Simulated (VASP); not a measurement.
# ZnGe2N2 (P-3m1) in VASP: notebook, part 2 of 2

VASP 6.6.1. Earlier steps stand in the parts before.

**4. Single point, PBE**

This run uses another cell than the first one, of 15.48 Å³/atom, 1.025 times its volume.

INCAR reads:

```
ALGO = Normal
EDIFF = 1E-6
ENCUT = 520
GGA = PE
ISIF = 2
ISMEAR = 0
LASPH = True
LCHARG = True
LELF = True
LREAL = False
LVHAR = True
LWAVE = False
NBANDS = 33
NELM = 100
PREC = Accurate
SIGMA = 0.1
```

KPOINTS reads:

```
k-points
0
Gamma
  12 12 4
```

POSCAR reads:

```
ZnGe2N2
1.0
    3.0372862093      0.0000000000      0.0000000000
   -1.5186431046      2.6303670158      0.0000000000
    0.0000000000      0.0000000000      9.6879322977
Zn Ge N
1 2 2
Direct
    0.0000000000      0.0000000000      0.0000000000
    0.3333333333      0.6666666667      0.2449269583
    0.6666666667      0.3333333333      0.7550730417
    0.3333333333      0.6666666667      0.6814391301
    0.6666666667      0.3333333333      0.3185608699
```

Potentials or basis: VASP PAW PBE potentials, release 64 (Zn, Ge_d, N).

The run is started by

```
> cat potpaw_PBE.64/Zn/POTCAR potpaw_PBE.64/Ge_d/POTCAR potpaw_PBE.64/N/POTCAR > POTCAR
> mpirun -np 1 vasp_std > vasp.out
```

OUTCAR:

```text
EDIFF = 1E-6
   ENCUT = 520
   GGA = PE
   ISIF = 2
   ISMEAR = 0
   LASPH = True
   LREAL = False
   NELM = 100
   PREC = Accurate

 ion  position               nearest neighbor table
   1  0.000  0.000  0.000-   2 2.95   3 2.95   2 2.95   3 2.95   3 2.95   2 2.95
   2  0.333  0.667  0.245-   5 1.89   5 1.89   5 1.89   1 2.95   1 2.95   1 2.95
   3  0.667  0.333  0.755-   4 1.89   4 1.89   4 1.89   1 2.95   1 2.95   1 2.95
   4  0.333  0.667  0.681-   3 1.89   3 1.89   3 1.89
   5  0.667  0.333  0.319-   2 1.89   2 1.89   2 1.89

  LATTYP: Found a hexagonal cell.
 ALAT       =     3.0372862093
 C/A-ratio  =     3.1896672326

  Lattice vectors:

 A1 = (   3.0372862093,   0.0000000000,   0.0000000000)
 A2 = (  -1.5186431046,   2.6303670158,   0.0000000000)
 A3 = (   0.0000000000,   0.0000000000,   9.6879322977)

Analysis of symmetry for initial positions (statically):
=====================================================================
 Subroutine PRICEL returns:
 Original cell was already a primitive cell.

 Routine SETGRP: Setting up the symmetry group for a
 hexagonal supercell.

 Subroutine GETGRP returns: Found 12 space group operations
 (whereof 12 operations were pure point group operations)
 out of a pool of 24 trial point group operations.

The static configuration has the point symmetry D_3d.

Analysis of symmetry for dynamics (positions and initial velocities):
=====================================================================
 Subroutine PRICEL returns:
 Original cell was already a primitive cell.

 Routine SETGRP: Setting up the symmetry group for a
 hexagonal supercell.

 Subroutine GETGRP returns: Found 12 space group operations
 (whereof 12 operations were pure point group operations)
 out of a pool of 24 trial point group operations.

The dynamic configuration has the point symmetry D_3d.

 Subroutine INISYM returns: Found 12 space group operations
 (whereof 12 operations are pure point group operations),
[... 122 lines left out ...]
     AMIX_MAG =   1.60;   BMIX_MAG =  1.00
  volume/ion in A,a.u.               =      15.48       104.46
  Fermi-wavevector in a.u.,A,eV,Ry     =   1.415209  2.674356 27.249956  2.002815
  Thomas-Fermi vector in A             =   2.536671
   LORBIT       =      0    0 simple, 1 ext, 2 COOP (PROOUT), +10 PAW based schemes
   GGA     = PE    functional components
   LHFCALC =     F    Hartree Fock is set to
   AEXX    =    0.0000 exact exchange contribution
   IVDW    =     0    specifies the selected vdW correction
   LEPSILON=     F    determine dielectric tensor
   LRPA    =     F    only Hartree local field effects (RPA)
 non-spin polarized calculation
 Gauss-broadening in eV      SIGMA  =   0.10
  energy-cutoff  :      520.00
  volume of cell :       77.40
 maximum number of plane-waves:      2125
 NGX is ok and might be reduce to    24
   NGX = 11   NGY = 11   NGZ = 37

 number of electron      50.0000037 magnetization

 Free energy of the ion-electron system (eV)
  ---------------------------------------------------
  ext. energy  EPLUGINS =         0.00000000
  ---------------------------------------------------
  free energy    TOTEN  =       -25.29198280 eV

  energy without entropy =      -25.28898524  energy(sigma->0) =      -25.29048402

 E-fermi :   3.8548     XC(G=0): -10.2817

 val. band max:        3.8318456267   @ k =   0.1667   0.1667   0.0000
 cond. band min:       4.1807123327   @ k =   0.3333   0.2500   0.2500
 fundamental gap:      0.3488667059
 Fermi energy:         3.8547787293

 k-point     1 :       0.0000    0.0000    0.0000
  band No.  band energies     occupation
      1     -21.0662      2.00000
      2     -21.0662      2.00000
      3     -21.0662      2.00000
      4     -21.0662      2.00000
      5     -21.0623      2.00000
      6     -21.0620      2.00000
[... 853 lines left out ...]
     32      12.0436      0.00000
     33      12.1424      0.00000

 [... further k-points ...]

------------------------ aborting loop because EDIFF is reached ----------------------------------------

  FORCE on cell =-STRESS in cart. coord.  units (eV):
  Direction    XX          YY          ZZ          XY          YZ          ZX
  --------------------------------------------------------------------------------------
  -------------------------------------------------------------------------------------
  Total       -0.0736523     -0.0736523     -0.0226419     -0.0000000     -0.0000000      0.0000000
  in kB       -1.5246273     -1.5246273     -0.4686942     -0.0000000     -0.0000000      0.0000000
  external PRESSURE =      -1.1726496 kB  Pullay stress =       0.0000000 kB

 VOLUME and BASIS-vectors are now :
 -----------------------------------------------------------------------------
  energy-cutoff  :      520.00
  volume of cell :       77.40
      direct lattice vectors                 reciprocal lattice vectors
     3.037286209  0.000000000  0.000000000     0.329241280  0.190087542  0.000000000
    -1.518643105  2.630367016  0.000000000     0.000000000  0.380175084  0.000000000
     0.000000000  0.000000000  9.687932298     0.000000000  0.000000000  0.103221200

 POSITION                                       TOTAL-FORCE (eV/Angst)
 -----------------------------------------------------------------------------------
      0.00000      0.00000      0.00000        -0.000000      0.000000     -0.000000
     -0.00000      1.75358      2.37284         0.000000     -0.000000      0.030297
      1.51864      0.87679      7.31510        -0.000000      0.000000     -0.030297
     -0.00000      1.75358      6.60174         0.000000      0.000000      0.024609
      1.51864      0.87679      3.08620        -0.000000      0.000000     -0.024609
 -----------------------------------------------------------------------------------
    total drift:                                0.000000      0.000000      0.000000

  FREE ENERGIE OF THE ION-ELECTRON SYSTEM (eV)
  ---------------------------------------------------
  free  energy   TOTEN  =       -25.2919828008 eV

  energy  without entropy=      -25.2889852357  energy(sigma->0) =      -25.29048402
```

stdout:

```text
POSCAR found type information on POSCAR ZnGeN
 POSCAR found :  3 types and       5 ions
 scaLAPACK will be used
 LDA part: xc-table for (Slater+PW92), standard interpolation
 POSCAR, INCAR and KPOINTS ok, starting setup
 FFT: planning ... GRIDC
 FFT: planning ... GRID_SOFT
 FFT: planning ... GRID
 WAVECAR not read
 entering main loop
```

Wall time 63 s (1 thread of Intel Xeon 6975P-C (Granite Rapids), shared host); peak memory 0.3 GiB.

Results:

| Item | Value |
| --- | --- |
| Free energy | -25.2920 eV |
| Pressure | -0.1 GPa |
| Largest force | 0.030 eV/Å |
| Band gap on the k mesh | zero (band 25 reaches 3.83 eV, above the bottom of band 26 at 3.40 eV) |

Forces in eV/Å, atoms in the order of the input:
```
Zn   0.000  0.000  0.000
Ge   0.000  0.000  0.030
Ge   0.000  0.000 -0.030
N    0.000  0.000  0.025
N    0.000  0.000 -0.025
```

Stress tensor (GPa, compression positive):
```
-0.15  0.00  0.00
 0.00 -0.15  0.00
 0.00  0.00 -0.05
```

Levels at points of the mesh, in eV from the Fermi level:
```
           k point  band 22  band 23  band 24  band 25  band 26  band 27  band 28  band 29
(0.00, 0.00, 0.00)    -2.23    -2.22    -2.22    -0.48     0.86     3.11     5.85     7.57
(0.50, 0.00, 0.00)    -3.88    -3.10    -2.23    -1.63     0.73     0.86     2.95     4.17
(0.00, 0.00, 0.50)    -2.23    -2.22    -2.22    -1.15     1.29     3.09     5.77     7.59
(0.50, 0.00, 0.50)    -3.85    -3.22    -2.23    -1.72     0.88     0.92     2.90     4.11
```

**5. The runs side by side**

| cell | k mesh | gap on the mesh (eV) | pressure (GPa) | largest force (eV/Å) |
| --- | --- | --- | --- | --- |
| a = 3.046, b = 3.046, c = 9.395 Å, angles 90.0, 90.0, 120.0°, 5 atoms | 6 × 6 × 4 | none | -0.1 | 0.03 |
| a = 3.998, b = 3.998, c = 6.540 Å, angles 90.0, 90.0, 120.0°, 5 atoms | 6 × 6 × 4 | none | -16.2 | 2.81 |
| a = 3.037, b = 3.037, c = 9.688 Å, angles 90.0, 90.0, 120.0°, 5 atoms | 12 × 12 × 4 | none | -0.1 | 0.03 |

Alike in all rows: task single point; level PBE; potentials or basis VASP PAW PBE potentials, release 64 (Zn, Ge_d, N); no spin polarisation; cutoff (eV) 520; smearing gaussian 0.1 eV.

Caveats: some runs use coarse meshes; forces of over 1 eV/Å act on the atoms, so gaps and moduli don't describe the material at rest (some runs).

Total energies depend on the potentials used, so only differences within one code and one set of settings carry meaning.
